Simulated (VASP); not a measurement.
# Sn4F (Im-3m) in VASP: single point with PBE

Aim: the single point of Sn4F with PBE.

All numbers are computed with VASP 6.6.1; they aren't measurements. Logs are shortened: lines on timing, memory, paths and dates and some standing lists are left out, and cuts for length are marked.

### 1 The cell of the first run

The structure is cubic, space group Im-3m (No. 229). The conventional cell has a = 6.375 Å, b = 6.375 Å, c = 6.375 Å, α = 90.00°, β = 90.00°, γ = 90.00°. Sn (site symmetry -3m) has 2 F at 2.76 Å and 6 Sn at 3.19 Å within 3.6 Å. Within 3.6 Å of F (site symmetry m-3m) lie 8 Sn at 2.76 Å.

### 2 Single point, PBE

Input file POSCAR:

```
Sn4F
1.0
   -3.1874165879      3.1874165879      3.1874165879
    3.1874165879     -3.1874165879      3.1874165879
    3.1874165879      3.1874165879     -3.1874165879
Sn F
4 1
Direct
    0.0000000000      0.0000000000      0.5000000000
    0.5000000000      0.0000000000      0.0000000000
    0.0000000000      0.5000000000      0.0000000000
    0.5000000000      0.5000000000      0.5000000000
    0.0000000000      0.0000000000      0.0000000000
```

Input file INCAR.step1:

```
ALGO = Normal
EDIFF = 1E-6
ENCUT = 520
GGA = PE
ISIF = 2
ISMEAR = 0
LASPH = T
LCHARG = T
LREAL = F
LWAVE = F
NBANDS = 40
NELM = 80
PREC = Accurate
SIGMA = 0.1
```

Input file KPOINTS.step1:

```
k-points
0
Gamma
  8 8 8
```

Input file INCAR.step2:

```
ALGO = Normal
EDIFF = 1E-6
ENCUT = 520
GGA = PE
ICHARG = 11
ISIF = 2
ISMEAR = -5
LASPH = T
LCHARG = F
LORBIT = 10
LREAL = F
LWAVE = F
NBANDS = 40
NEDOS = 2001
NELM = 80
PREC = Accurate
SIGMA = 0.1
```

Input file KPOINTS.step2:

```
k-points
0
Gamma
  12 12 12
```

Potentials or basis: VASP PAW PBE potentials, release 64 (Sn_d, F).

The run is started by

```bash
> cat potpaw_PBE.64/Sn_d/POTCAR potpaw_PBE.64/F/POTCAR > POTCAR
> cp INCAR.step1 INCAR
> cp KPOINTS.step1 KPOINTS
> mpirun -np 1 vasp_std > vasp.out
> cp INCAR.step2 INCAR
> cp KPOINTS.step2 KPOINTS
> mpirun -np 1 vasp_std > vasp.out
```

OUTCAR:

```text
EDIFF = 1E-6
   ENCUT = 520
   GGA = PE
   ICHARG = 11
   ISIF = 2
   ISMEAR = -5
   LASPH = T
   LORBIT = 10
   LREAL = F
   NELM = 80
   PREC = Accurate

 ion  position               nearest neighbor table
   1  0.000  0.000  0.500-   5 2.76   5 2.76   4 3.19   2 3.19   3 3.19   3 3.19   2 3.19   4 3.19

   2  0.500  0.000  0.000-   5 2.76   5 2.76   4 3.19   1 3.19   4 3.19   3 3.19   1 3.19   3 3.19

   3  0.000  0.500  0.000-   5 2.76   5 2.76   4 3.19   1 3.19   2 3.19   1 3.19   4 3.19   2 3.19

   4  0.500  0.500  0.500-   5 2.76   5 2.76   3 3.19   1 3.19   2 3.19   3 3.19   1 3.19   2 3.19

   5  0.000  0.000  0.000-   1 2.76   2 2.76   3 2.76   4 2.76   1 2.76   3 2.76   2 2.76   4 2.76

  LATTYP: Found a body centered cubic cell.
 ALAT       =     6.3748331758

  Lattice vectors:

 A1 = (  -3.1874165879,   3.1874165879,   3.1874165879)
 A2 = (   3.1874165879,  -3.1874165879,   3.1874165879)
 A3 = (   3.1874165879,   3.1874165879,  -3.1874165879)

Analysis of symmetry for initial positions (statically):
=====================================================================
 Subroutine PRICEL returns:
 Original cell was already a primitive cell.

 Routine SETGRP: Setting up the symmetry group for a
 body centered cubic supercell.

 Subroutine GETGRP returns: Found 48 space group operations
 (whereof 48 operations were pure point group operations)
 out of a pool of 48 trial point group operations.

The static configuration has the point symmetry O_h .

Analysis of symmetry for dynamics (positions and initial velocities):
=====================================================================
 Subroutine PRICEL returns:
 Original cell was already a primitive cell.

 Routine SETGRP: Setting up the symmetry group for a
 body centered cubic supercell.

 Subroutine GETGRP returns: Found 48 space group operations
 (whereof 48 operations were pure point group operations)
 out of a pool of 48 trial point group operations.

The dynamic configuration has the point symmetry O_h .

 Subroutine INISYM returns: Found 48 space group operations
 (whereof 48 operations are pure point group operations),
 and found     1 'primitive' translations

----------------------------------------------------------------------------------------

                                     Primitive cell

  volume of cell :     129.5318

  direct lattice vectors                    reciprocal lattice vectors
[... 106 lines left out ...]
   NELECT =      63.0000    total number of electrons
   NUPDOWN=      -1.0000    fix difference up-down
   EMIN   =  10.00;   EMAX   =-10.00  energy-range for DOS
   EFERMI =   0.00;   METHOD = LEGACY
   ISMEAR =    -5;   SIGMA  =   0.10  broadening in eV -4-tet -1-fermi 0-gaus
   EFERMI_NEDOS =   21; number of points for ismear=-14 and -15
   IALGO  =     38    algorithm
   IMIX   =      4    mixing-type and parameters
     AMIX     =   0.40;   BMIX     =  1.00
     AMIX_MAG =   1.60;   BMIX_MAG =  1.00
  volume/ion in A,a.u.               =      25.91       174.82
  Fermi-wavevector in a.u.,A,eV,Ry     =   1.287447  2.432923 22.551943  1.657521
  Thomas-Fermi vector in A             =   2.419461
   LORBIT       =     10    0 simple, 1 ext, 2 COOP (PROOUT), +10 PAW based schemes
   GGA     = PE    functional components
   LHFCALC =     F    Hartree Fock is set to
   AEXX    =    0.0000 exact exchange contribution
   IVDW    =     0    specifies the selected vdW correction
   LEPSILON=     F    determine dielectric tensor
   LRPA    =     F    only Hartree local field effects (RPA)
 non-spin polarized calculation
 Fermi weights with tetrahedron method with Bloechl corrections
  energy-cutoff  :      520.00
  volume of cell :      129.53
 maximum number of plane-waves:      3511
 NGX is ok and might be reduce to    42

 number of electron      63.0000052 magnetization

 Free energy of the ion-electron system (eV)
  ---------------------------------------------------
  ext. energy  EPLUGINS =         0.00000000
  ---------------------------------------------------
  free energy    TOTEN  =       -18.72087959 eV

  energy without entropy =      -18.72087959  energy(sigma->0) =      -18.72087959

 E-fermi :   6.4129     XC(G=0):  -9.8147

 val. band max:        6.5929121521   @ k =   0.5000   0.0000   0.0000
 cond. band min:       6.3165948413   @ k =   0.0833   0.0833   0.0833
 fundamental gap:     -0.2763173107
 Fermi energy:         6.4129429050

 k-point     1 :       0.0000    0.0000    0.0000
  band No.  band energies     occupation
      1     -17.1526      2.00000
      2     -15.2324      2.00000
      3     -15.2324      2.00000
      4     -15.1127      2.00000
      5     -15.1127      2.00000
      6     -15.1127      2.00000
[... 1021 lines left out ...]
     39      11.6651      0.00000
     40      12.2479      0.00000

 [... further k-points ...]

------------------------ aborting loop because EDIFF is reached ----------------------------------------

  FORCE on cell =-STRESS in cart. coord.  units (eV):
  Direction    XX          YY          ZZ          XY          YZ          ZX
  --------------------------------------------------------------------------------------
  -------------------------------------------------------------------------------------
  Total       -0.3558889     -0.3558889     -0.3558889     -0.0000000      0.0000000      0.0000000
  in kB       -4.4019848     -4.4019848     -4.4019848     -0.0000000      0.0000000      0.0000000
  external PRESSURE =      -4.4019848 kB  Pullay stress =       0.0000000 kB

 VOLUME and BASIS-vectors are now :
 -----------------------------------------------------------------------------
  energy-cutoff  :      520.00
  volume of cell :      129.53
      direct lattice vectors                 reciprocal lattice vectors
    -3.187416588  3.187416588  3.187416588     0.000000000  0.156866850  0.156866850
     3.187416588 -3.187416588  3.187416588     0.156866850  0.000000000  0.156866850
     3.187416588  3.187416588 -3.187416588     0.156866850  0.156866850  0.000000000

 POSITION                                       TOTAL-FORCE (eV/Angst)
 -----------------------------------------------------------------------------------
      1.59371      1.59371     -1.59371         0.000000      0.000000     -0.000000
     -1.59371      1.59371      1.59371        -0.000000     -0.000000      0.000000
      1.59371     -1.59371      1.59371         0.000000      0.000000      0.000000
      1.59371      1.59371      1.59371         0.000000     -0.000000     -0.000000
      0.00000      0.00000      0.00000        -0.000000      0.000000     -0.000000
 -----------------------------------------------------------------------------------
    total drift:                               -0.000000     -0.000000      0.000000

  FREE ENERGIE OF THE ION-ELECTRON SYSTEM (eV)
  ---------------------------------------------------
  free  energy   TOTEN  =       -18.7208795884 eV

  energy  without entropy=      -18.7208795884  energy(sigma->0) =      -18.72087959

 total charge

# of ion       s       p       d       tot
------------------------------------------
    1        1.280   0.874   9.961  12.115
    2        1.280   0.874   9.961  12.115
    3        1.280   0.874   9.961  12.115
    4        1.280   0.874   9.961  12.115
    5        1.759   4.277   0.000   6.036
--------------------------------------------------
tot          6.880   7.772  39.843  54.495
```

Run time: 3.5 min. Hardware: 1 thread of Intel Xeon 6975P-C (Granite Rapids), shared host; peak memory 0.42 GiB.

Results:

```yaml
Valence_electrons_inside_the_program's_atomic_spheres: Sn 12.12; F 6.04
```

Caveat: spin-orbit coupling is left out, which moves the levels of the heavy elements.
